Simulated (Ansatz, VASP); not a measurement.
# ZrB2 in VASP and in Ansatz

File INCAR:

```
SYSTEM = ZrB2
PREC = Accurate ; ENCUT = 520
EDIFF = 1E-6 ; ISMEAR = 0
SIGMA = 0.15 ; LREAL = .False.
LASPH = .True. ; NELM = 80
ALGO = Normal ; ISIF = 2
LWAVE = .False. ; LCHARG = .False.
NBANDS = 16
```

The input KPOINTS:

```
regular mesh
0
Gamma
  15 15 12
  0 0 0
```

Contents of POSCAR:

```
ZrB2
1.0
    3.1639000000      0.0000000000      0.0000000000
   -1.5819500000      2.7400177750      0.0000000000
    0.0000000000      0.0000000000      3.4308000000
Zr B
1 2
Direct
    0.0000000000      0.0000000000      0.0000000000
    0.3333333333      0.6666666667      0.5000000000
    0.6666666667      0.3333333333      0.5000000000
```

Input for Ansatz:

```yaml
crystal:
  lattice:
    - [3.1639, 0.0, 0.0]
    - [-1.58195, 2.740017775, 0.0]
    - [0.0, 0.0, 3.4308]
  atoms:
    - { symbol: Zr, position: [0.0, 0.0, 0.0] }
    - { symbol: B, position: [0.3333333333, 0.6666666667, 0.5] }
    - { symbol: B, position: [0.6666666667, 0.3333333333, 0.5] }
basis:
  ecutwfc: 520.0
kpoints:
  mp_grid: { grid: [15, 15, 12] }
hamiltonian:
  xc: lda
  pseudopotentials: { kind: paw }
scf:
  occupations: { method: gaussian, width: 0.15 }
output:
  forces: true
  stress: true
  eigenvalues: true
```

Alike in both runs: task single point; functional LDA; k mesh 15 × 15 × 12; occupations gaussian, width 0.15 eV; no spin polarisation.

```csv
,VASP,Ansatz
version,VASP 6.6.1,Ansatz 0.2.0
potentials or method,"VASP PAW LDA potentials, release 64 (Zr_sv, B), cutoff 520 eV","scalar-relativistic, plane waves, PAW"
valence electrons in the cell,18,18
```

|  | VASP | Ansatz | Ansatz less VASP |
| --- | --- | --- | --- |
| gap on the k mesh at the Fermi level (eV) | none | none | - |
| pressure (GPa) | -0.5 | -1.1 | -0.54 |
| traceless stress, the component that is largest in VASP (GPa) | 6.28 | 6.25 | -0.031 |

LDA's correlation is that of Perdew and Zunger in VASP and of Perdew and Wang (1992) in Ansatz. A gap of «none» marks a metal or a gap that the smearing closes.
